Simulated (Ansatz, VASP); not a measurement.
**Two plane-wave programs on Ag**

```
CELL_PARAMETERS angstrom
0.00000 2.04310 2.01245
2.04310 0.00000 2.01245
2.04310 2.04310 0.00000
ATOMIC_POSITIONS crystal
Ag 0.00000 0.00000 0.00000
```

Change from the starting cell: strain +0.000 along x and y, -0.015 along z, atoms carried along.

Alike in both runs: task single point; functional PBE; k mesh 10 × 10 × 10; occupations gaussian, width 0.15 eV; no spin polarisation.

|  | VASP | Ansatz |
| --- | --- | --- |
| version | VASP 6.6.1 | Ansatz 0.2.0 |
| potentials or method | VASP PAW PBE potentials, release 64 (Ag), cutoff 520 eV | scalar-relativistic, plane waves, PAW |
| valence electrons in the cell | 11 | 19 |

Ansatz gave:

- gap on the k mesh at the Fermi level (eV): none
- pressure (GPa): 6.8
- traceless stress, the component that is largest in VASP (GPa): 0.34

Problem. What did VASP give for the same quantities?

Solution. gap on the k mesh at the Fermi level (eV): none; pressure (GPa): 6.6; traceless stress, the component that is largest in VASP (GPa): 0.33.

A gap of «none» marks a metal or a gap that the smearing closes. VASP's potentials hold 11 valence electrons a cell and Ansatz's 19, so a difference there can come from the potentials and not from the codes.
